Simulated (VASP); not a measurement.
# Na (Fm-3m) in VASP: further runs

Na is run at these levels: PBE; tasks: single point.

Program: VASP 6.6.1. These are calculated values, not measurements. Logs are shortened: lines on timing, memory, paths and dates and some standing lists are left out, and cuts for length are marked.

### Step 1. The cell of the first run

It takes space group Fm-3m (No. 225, cubic). Conventional cell: a = 5.399 Å, b = 5.399 Å, c = 5.399 Å, α = 90.00°, β = 90.00°, γ = 90.00°. Within 5.0 Å of Na (site symmetry m-3m) lie 12 Na at 3.82 Å.

This isn't the form of Na at room conditions, which is bcc.

### Step 2. Single point, PBE

Input file INCAR:

```
  ALGO = Normal
  EDIFF = 1E-6
  ENCUT = 520
  GGA = PE
  ISIF = 2
  ISMEAR = -1
  LASPH = True
  LCHARG = False
  LREAL = False
  LWAVE = False
  NBANDS = 10
  NELM = 60
  PREC = Accurate
  SIGMA = 0.06122561905347299
```

Input file KPOINTS:

```
k-points
0
Gamma
  35 35 35
```

Input file POSCAR:

```
Na
1.0
    0.0000000000      2.6992527562      2.6992527562
    2.6992527562      0.0000000000      2.6992527562
    2.6992527562      2.6992527562      0.0000000000
Na
1
Direct
    0.0000000000      0.0000000000      0.0000000000
```

Potentials or basis: VASP PAW PBE potentials, release 64 (Na_pv).

Command:

```sh
cat potpaw_PBE.64/Na_pv/POTCAR > POTCAR
mpirun -np 1 vasp_std > vasp.out
```

OUTCAR:

```text
EDIFF = 1E-6
   ENCUT = 520
   GGA = PE
   ISIF = 2
   ISMEAR = -1
   LASPH = True
   LREAL = False
   NELM = 60
   PREC = Accurate

 ion  position               nearest neighbor table
   1  0.000  0.000  0.000-

  LATTYP: Found a face centered cubic cell.
 ALAT       =     5.3985055124

  Lattice vectors:

 A1 = (   0.0000000000,   2.6992527562,   2.6992527562)
 A2 = (   2.6992527562,   0.0000000000,   2.6992527562)
 A3 = (   2.6992527562,   2.6992527562,   0.0000000000)

Analysis of symmetry for initial positions (statically):
=====================================================================
 Subroutine PRICEL returns:
 Original cell was already a primitive cell.

 Routine SETGRP: Setting up the symmetry group for a
 face centered cubic supercell.

 Subroutine GETGRP returns: Found 48 space group operations
 (whereof 48 operations were pure point group operations)
 out of a pool of 48 trial point group operations.

The static configuration has the point symmetry O_h .

Analysis of symmetry for dynamics (positions and initial velocities):
=====================================================================
 Subroutine PRICEL returns:
 Original cell was already a primitive cell.

 Routine SETGRP: Setting up the symmetry group for a
 face centered cubic supercell.

 Subroutine GETGRP returns: Found 48 space group operations
 (whereof 48 operations were pure point group operations)
 out of a pool of 48 trial point group operations.

The dynamic configuration has the point symmetry O_h .

 Subroutine INISYM returns: Found 48 space group operations
 (whereof 48 operations are pure point group operations),
 and found     1 'primitive' translations

----------------------------------------------------------------------------------------

                                     Primitive cell

  volume of cell :      39.3333

  direct lattice vectors                    reciprocal lattice vectors
     0.000000000  2.699252756  2.699252756    -0.185236451  0.185236451  0.185236451
     2.699252756  0.000000000  2.699252756     0.185236451 -0.185236451  0.185236451
     2.699252756  2.699252756  0.000000000     0.185236451  0.185236451 -0.185236451

  length of vectors
     3.817319856  3.817319856  3.817319856     0.320838944  0.320838944  0.320838944

  position of ions in fractional coordinates (direct lattice)
     0.000000000  0.000000000  0.000000000

  ion indices of the primitive-cell ions
   primitive index   ion index
                 1           1

----------------------------------------------------------------------------------------

 KPOINTS: k-points

Automatic generation of k-mesh.
 Grid dimensions read from file:
 generate k-points for:   35   35   35

 Generating k-lattice:

  Cartesian coordinates                     Fractional coordinates (reciprocal lattice)
    -0.005292470  0.005292470  0.005292470     0.028571429  0.000000000  0.000000000
     0.005292470 -0.005292470  0.005292470     0.000000000  0.028571429  0.000000000
     0.005292470  0.005292470 -0.005292470     0.000000000  0.000000000  0.028571429

  Length of vectors
     0.009166827  0.009166827  0.009166827

  Shift w.r.t. Gamma in fractional coordinates (k-lattice)
     0.000000000  0.000000000  0.000000000

 Subroutine IBZKPT returns following result:
 ===========================================

 Found   1140 irreducible k-points:

 Following reciprocal coordinates:
            Coordinates               Weight
  0.000000  0.000000  0.000000      1.000000
  0.028571  0.000000  0.000000      8.000000
  0.057143  0.000000  0.000000      8.000000
  0.085714  0.000000  0.000000      8.000000
  0.114286  0.000000  0.000000      8.000000
  0.142857  0.000000  0.000000      8.000000
[... 16 lines left out ...]
  0.142857  0.028571  0.000000     24.000000
  0.171429  0.028571  0.000000     24.000000
 [... further k-points ...]
   k-points           NKPTS =   1140   k-points in BZ     NKDIM =   1140   number of bands    NBANDS=     10
   number of dos      NEDOS =    301   number of ions     NIONS =      1
   total plane-waves  NPLWV =  21952
   dimension x,y,z NGX =    28 NGY =   28 NGZ =   28
   dimension x,y,z NGXF=    56 NGYF=   56 NGZF=   56
   ions per type =               1
   NGX,Y,Z   is equivalent  to a cutoff of  12.19, 12.19, 12.19 a.u.
   NGXF,Y,Z  is equivalent  to a cutoff of  24.39, 24.39, 24.39 a.u.
 SYSTEM =  unknown system
   PREC   = accura    normal or accurate (medium, high low for compatibility)
   ISTART =      0    job   : 0-new  1-cont  2-samecut
   ICHARG =      2    charge: 1-file 2-atom 10-const
   ISPIN  =      1    spin polarized calculation?
   LNONCOLLINEAR =      F non collinear calculations
   LSORBIT =      F    spin-orbit coupling
   LASPH  =      T    aspherical Exc in radial PAW
   ENCUT  =  520.0 eV  38.22 Ry    6.18 a.u.   7.10  7.10  7.10*2*pi/ulx,y,z
   NELM   =     60;   NELMIN=  2; NELMDL= -5     # of ELM steps
   EDIFF  = 0.1E-05   stopping-criterion for ELM
   LREAL  =      F    real-space projection
   EDIFFG = 0.1E-04   stopping-criterion for IOM
   NSW    =      0    number of steps for IOM
   IBRION =     -1    ionic relax: 0-MD 1-quasi-New 2-CG
   NFREE  =      0    steps in history (QN), initial steepest desc. (CG)
   ISIF   =      2    stress and relaxation
   ISYM   =      2    0-nonsym 1-usesym 2-fastsym
   POTIM  = 0.5000    time-step for ionic-motion
   TEBEG  =    0.0;   TEEND  =   0.0 temperature during run
   PSTRESS=    0.0 pullay stress
   NELECT =       7.0000    total number of electrons
   NUPDOWN=      -1.0000    fix difference up-down
   EMIN   =  10.00;   EMAX   =-10.00  energy-range for DOS
   EFERMI =   0.00;   METHOD = LEGACY
   ISMEAR =    -1;   SIGMA  =   0.06  broadening in eV -4-tet -1-fermi 0-gaus
   EFERMI_NEDOS =   21; number of points for ismear=-14 and -15
   IALGO  =     38    algorithm
   IMIX   =      4    mixing-type and parameters
     AMIX     =   0.40;   BMIX     =  1.00
     AMIX_MAG =   1.60;   BMIX_MAG =  1.00
  volume/ion in A,a.u.               =      39.33       265.43
  Fermi-wavevector in a.u.,A,eV,Ry     =   0.920847  1.740148 11.537175  0.847958
  Thomas-Fermi vector in A             =   2.046197
   LORBIT       =      0    0 simple, 1 ext, 2 COOP (PROOUT), +10 PAW based schemes
   GGA     = PE    functional components
   LHFCALC =     F    Hartree Fock is set to
   AEXX    =    0.0000 exact exchange contribution
   IVDW    =     0    specifies the selected vdW correction
   LEPSILON=     F    determine dielectric tensor
   LRPA    =     F    only Hartree local field effects (RPA)
 non-spin polarized calculation
  energy-cutoff  :      520.00
  volume of cell :       39.33
 maximum number of plane-waves:      1073
   NGX = 15   NGY = 15   NGZ = 15

 number of electron       6.9999996 magnetization

 Free energy of the ion-electron system (eV)
  ---------------------------------------------------
  ext. energy  EPLUGINS =         0.00000000
  ---------------------------------------------------
  free energy    TOTEN  =        -1.31156077 eV

  energy without entropy =       -1.30545783  energy(sigma->0) =       -1.30850930

 E-fermi :   0.1680     XC(G=0):  -6.3498

 val. band max:        0.1661980601   @ k =   0.4286   0.3429   0.0000
 cond. band min:       0.1699227920   @ k =   0.4571   0.2857   0.0000
 fundamental gap:      0.0037247319
 Fermi energy:         0.1680459645

 k-point     1 :       0.0000    0.0000    0.0000
  band No.  band energies     occupation
      1     -24.7814      2.00000
      2     -24.7814      2.00000
      3     -24.7814      2.00000
      4      -2.9928      2.00000
      5      10.9038      0.00000
      6      10.9038      0.00000
      7      10.9038      0.00000
      8      11.9594      0.00000
      9      12.3053      0.00000
     10      12.3053      0.00000

 k-point     2 :       0.0286    0.0000    0.0000
  band No.  band energies     occupation
      1     -24.7816      2.00000
      2     -24.7814      2.00000
      3     -24.7814      2.00000
      4      -2.9797      2.00000
      5      10.5667      0.00000
      6      10.8679      0.00000
      7      10.8679      0.00000
      8      12.0656      0.00000
      9      12.3628      0.00000
     10      12.3649      0.00000

 k-point     3 :       0.0571    0.0000    0.0000
  band No.  band energies     occupation
      1     -24.7823      2.00000
      2     -24.7815      2.00000
      3     -24.7815      2.00000
      4      -2.9406      2.00000
      5       9.9463      0.00000
      6      10.7749      0.00000
      7      10.7749      0.00000
      8      12.0274      0.00000
      9      12.5199      0.00000
     10      12.5199      0.00000

 k-point     4 :       0.0857    0.0000    0.0000
  band No.  band energies     occupation
      1     -24.7834      2.00000
      2     -24.7817      2.00000
      3     -24.7817      2.00000
      4      -2.8754      2.00000
      5       9.2717      0.00000
      6      10.6526      0.00000
      7      10.6526      0.00000
      8      11.9158      0.00000
      9      12.7480      0.00000
     10      12.7480      0.00000
[... 222 lines left out ...]
 k-point    22 :       0.1143    0.0286    0.0000
  band No.  band energies     occupation
      1     -24.7844      2.00000
      2     -24.7820      2.00000
      3     -24.7818      2.00000
      4      -2.8059      2.00000
      5       8.8164      0.00000
      6      10.2757      0.00000
      7      10.6264      0.00000
      8      12.0548      0.00000
      9      12.5127      0.00000
     10      13.2492      0.00000

 k-point    23 :       0.1429    0.0286    0.0000
  band No.  band energies     occupation
      1     -24.7861      2.00000
      2     -24.7823      2.00000
      3     -24.7820      2.00000
      4      -2.6976      2.00000
      5       8.1390      0.00000
      6      10.1324      0.00000
      7      10.5164      0.00000
      8      11.9238      0.00000
      9      12.7475      0.00000
     10      13.5541      0.00000

 k-point    24 :       0.1714    0.0286    0.0000
  band No.  band energies     occupation
      1     -24.7882      2.00000
      2     -24.7826      2.00000
      3     -24.7823      2.00000
      4      -2.5636      2.00000
      5       7.4696      0.00000
      6      10.0041      0.00000
      7      10.4029      0.00000
      8      11.7945      0.00000
      9      12.8571      0.00000
     10      13.3915      0.00000

 [... further k-points ...]

------------------------ aborting loop because EDIFF is reached ----------------------------------------

  FORCE on cell =-STRESS in cart. coord.  units (eV):
  Direction    XX          YY          ZZ          XY          YZ          ZX
  --------------------------------------------------------------------------------------
  -------------------------------------------------------------------------------------
  Total       -0.1063692     -0.1063692     -0.1063692      0.0000000      0.0000000     -0.0000000
  in kB       -4.3327739     -4.3327739     -4.3327739      0.0000000      0.0000000     -0.0000000
  external PRESSURE =      -4.3327739 kB  Pullay stress =       0.0000000 kB

 VOLUME and BASIS-vectors are now :
 -----------------------------------------------------------------------------
  energy-cutoff  :      520.00
  volume of cell :       39.33
      direct lattice vectors                 reciprocal lattice vectors
     0.000000000  2.699252756  2.699252756    -0.185236451  0.185236451  0.185236451
     2.699252756  0.000000000  2.699252756     0.185236451 -0.185236451  0.185236451
     2.699252756  2.699252756  0.000000000     0.185236451  0.185236451 -0.185236451

 POSITION                                       TOTAL-FORCE (eV/Angst)
 -----------------------------------------------------------------------------------
      0.00000      0.00000      0.00000         0.000000      0.000000     -0.000000
 -----------------------------------------------------------------------------------
    total drift:                               -0.000000     -0.000000     -0.000000

  FREE ENERGIE OF THE ION-ELECTRON SYSTEM (eV)
  ---------------------------------------------------
  free  energy   TOTEN  =        -1.3115607656 eV

  energy  without entropy=       -1.3054578317  energy(sigma->0) =       -1.30850930
```

Run time: 2.8 min. Hardware: 1 thread of Intel Xeon Platinum 8259CL at 2.50GHz (Skylake/Cascade Lake), shared host; peak memory 0.44 GiB.

Results:

```yaml
Free_energy: -1.3116 eV
Pressure: -0.4 GPa
Band_gap_on_the_k_mesh: zero (an odd number of electrons rules out a gap without spin polarisation)
```

Levels at points of the mesh, in eV from the Fermi level:
| k point | band 1 | band 2 | band 3 | band 4 | band 5 | band 6 | band 7 | band 8 |
| --- | --- | --- | --- | --- | --- | --- | --- | --- |
| (0.00, 0.00, 0.00) | -24.95 | -24.95 | -24.95 | -3.16 | 10.74 | 10.74 | 10.74 | 11.79 |

### Step 3. Single point, PBE

This run uses another cell than the first one, of 34.88 Å³/atom.

Input file INCAR:

```
PREC     = Accurate       # precision mode
ENCUT    = 520            # plane-wave cutoff, eV
EDIFF    = 1E-6           # SCF threshold, eV
ISMEAR   = -1             # smearing method
SIGMA    = 0.06122561905347299 # smearing width, eV
LREAL    = False          # projectors in reciprocal space
LASPH    = True           # aspherical terms in the spheres
NELM     = 80             # most SCF steps
ALGO     = Normal         # electronic algorithm
ISIF     = 2              # what is computed and relaxed
LWAVE    = False          # write WAVECAR
LCHARG   = False          # write CHGCAR
GGA      = PE             # functional
NBANDS   = 10             # bands
```

Input file KPOINTS:

```
regular mesh
0
Gamma
  35 35 35
```

Input file POSCAR:

```
Na
1.0
    0.0000000000      2.5932887913      2.5932887913
    2.5932887913      0.0000000000      2.5932887913
    2.5932887913      2.5932887913      0.0000000000
Na
1
Direct
    0.0000000000      0.0000000000      0.0000000000
```

Potentials or basis: VASP PAW PBE potentials, release 64 (Na_pv).

Command:

```sh
cat potpaw_PBE.64/Na_pv/POTCAR > POTCAR
mpirun -np 1 vasp_std > vasp.out
```

Run time: 3.5 min. Hardware: 1 thread of Oxide Virtual Turin-like, shared host; peak memory 0.38 GiB.

It converged, with:

```
Free energy            : -1.3111 eV
Pressure               : 0.5 GPa
Band gap on the k mesh : zero (an odd number of electrons rules out a gap without spin polarisation)
```

Levels at points of the mesh, in eV from the Fermi level:
```tsv
k point	band 1	band 2	band 3	band 4	band 5	band 6	band 7	band 8	band 9
(0.00, 0.00, 0.00)	-24.86	-24.86	-24.86	-3.42	11.46	11.46	11.46	12.61	13.22
```

### Step 4. Single point, PBE

This run uses another cell than the first one, of 35.62 Å³/atom.

Input file INCAR:

```
SYSTEM = Na
ALGO = Normal
EDIFF = 1E-7
ENCUT = 520
GGA = PE
ISIF = 2
ISMEAR = -1
LASPH = .TRUE.
LCHARG = .FALSE.
LREAL = .FALSE.
LWAVE = .FALSE.
NBANDS = 10
NELM = 100
PREC = Accurate
SIGMA = 0.06122561905347299
```

Input file KPOINTS:

```
k-points
0
G
  35 35 35
  0 0 0
```

Input file POSCAR:

```
Na
1.0
    0.0000000000      2.6115519902      2.6115519902
    2.6115519902      0.0000000000      2.6115519902
    2.6115519902      2.6115519902      0.0000000000
Na
1
Direct
    0.0000000000      0.0000000000      0.0000000000
```

Command:

```sh
cat potpaw_PBE.64/Na_pv/POTCAR > POTCAR
mpirun -np 1 vasp_std > vasp.out
```

Wall time 4.5 min (1 thread of Oxide Virtual Turin-like, shared host); peak memory 0.38 GiB.

Results (log left out):

- Free energy: -1.3131 eV
- Pressure: 0.3 GPa
- Band gap on the k mesh: zero (an odd number of electrons rules out a gap without spin polarisation)

Levels at points of the mesh, in eV from the Fermi level:
```
           k point  band 1  band 2  band 3  band 4  band 5  band 6  band 7  band 8  band 9
(0.00, 0.00, 0.00)  -24.87  -24.87  -24.87   -3.37   11.33   11.33   11.33   12.46   13.03
```

### Step 5. Single point, PBE

This run uses another cell than the first one, of 36.36 Å³/atom.

Input file INCAR:

```
SYSTEM = Na
PREC = Accurate
ENCUT = 520
EDIFF = 1E-7
ISMEAR = -1
SIGMA = 0.06122561905347299
LREAL = .FALSE.
LASPH = .TRUE.
NELM = 100
ALGO = Normal
ISIF = 2
LWAVE = .FALSE.
LCHARG = .TRUE.
GGA = PE
LELF = .TRUE.
LVHAR = .TRUE.
NBANDS = 10
```

Input file KPOINTS:

```
regular mesh
0
G
  35 35 35
  0 0 0
```

Input file POSCAR:

```
Na
1.0
    0.0000000000      2.6295632627      2.6295632627
    2.6295632627      0.0000000000      2.6295632627
    2.6295632627      2.6295632627      0.0000000000
Na
1
Direct
    0.0000000000      0.0000000000      0.0000000000
```

Command:

```sh
cat potpaw_PBE.64/Na_pv/POTCAR > POTCAR
mpirun -np 1 vasp_std > vasp.out
```

It took 3.8 min on 1 thread of Oxide Virtual Turin-like, shared host; peak memory 0.38 GiB.

It converged, with:

- Free energy: -1.3142 eV
- Pressure: 0.1 GPa
- Band gap on the k mesh: zero (an odd number of electrons rules out a gap without spin polarisation)

Levels at points of the mesh, in eV from the Fermi level:
| k point | band 1 | band 2 | band 3 | band 4 | band 5 | band 6 | band 7 | band 8 |
| --- | --- | --- | --- | --- | --- | --- | --- | --- |
| (0.00, 0.00, 0.00) | -24.89 | -24.89 | -24.89 | -3.33 | 11.20 | 11.20 | 11.20 | 12.32 |

### Step 6. Overview

```csv
cell,gap on the mesh (eV),pressure (GPa)
"a = 3.817 Å, angles 60.0°, 1 atom",none,-0.4
"a = 3.667 Å, angles 60.0°, 1 atom",none,0.5
"a = 3.693 Å, angles 60.0°, 1 atom",none,0.3
"a = 3.719 Å, angles 60.0°, 1 atom",none,0.1
```

Alike in all rows: task single point; level PBE; potentials or basis VASP PAW PBE potentials, release 64 (Na_pv); no spin polarisation; k mesh 35 × 35 × 35; cutoff (eV) 520; smearing fermi-dirac 0.0612256 eV.

Absolute energies hang on the potentials; compare differences alone.
